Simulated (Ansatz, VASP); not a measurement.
## One calculation of Rh, two programs

INCAR

```
  ALGO = Normal
  EDIFF = 1E-6
  EDIFFG = -0.005
  ENCUT = 600
  GGA = CA
  IBRION = 2
  ISIF = 3
  ISMEAR = -1
  LASPH = True
  LCHARG = False
  LREAL = False
  LWAVE = False
  NELM = 100
  NSW = 60
  PREC = Accurate
  SIGMA = 0.08
```

File KPOINTS:

```
k-points
0
Gamma
  17 17 17
```

File POSCAR:

```
Rh
1.0
    2.4263349719      0.0000000000      0.0000000000
    0.0000000000      2.4263349719      0.0000000000
    0.0000000000      0.0000000000      2.4263349719
Rh
1
Direct
    0.0000000000      0.0000000000      0.0000000000
```

Input for Ansatz:

```yaml
crystal:
  lattice:
    - [2.4263349719, 0.0, 0.0]
    - [0.0, 2.4263349719, 0.0]
    - [0.0, 0.0, 2.4263349719]
  atoms:
    - { symbol: Rh, position: [0.0, 0.0, 0.0] }
kpoints:
  mp_grid: { grid: [17, 17, 17] }
scf:
  occupations: { method: fermi_dirac, width: 0.08 }
hamiltonian:
  xc: lda
  pseudopotentials: { kind: paw }
output:
  forces: true
  stress: true
relax:
  f_tol: 0.005
  max_steps: 40
  cell: {}
```

Alike in both runs: task relaxation of cell and atoms; functional LDA; k mesh 17 × 17 × 17; occupations fermi-dirac, width 0.08 eV; no spin polarisation.

```csv
,VASP,Ansatz
version,VASP 6.6.1,Ansatz 0.2.0
potentials or method,"VASP PAW LDA potentials, release 64 (Rh_pv)","PAW with Ansatz's default frozen-core files, scalar-relativistic"
plane-wave cutoff (eV),600,420
valence electrons in the cell,15,17
```

Ansatz gave:

```
relaxed volume (Å³/atom)                                     : 15.25
relaxed cell length with the largest relative difference (Å) : 2.480
```

Q: What did VASP give for the same quantities?

A: Relaxed volume (Å³/atom): 15.29; relaxed cell length with the largest relative difference (Å): 2.482.

LDA's correlation is that of Perdew and Zunger in VASP and of Perdew and Wang (1992) in Ansatz. VASP's potentials hold 15 valence electrons a cell and Ansatz's 17, so a difference there can come from the potentials and not from the codes.
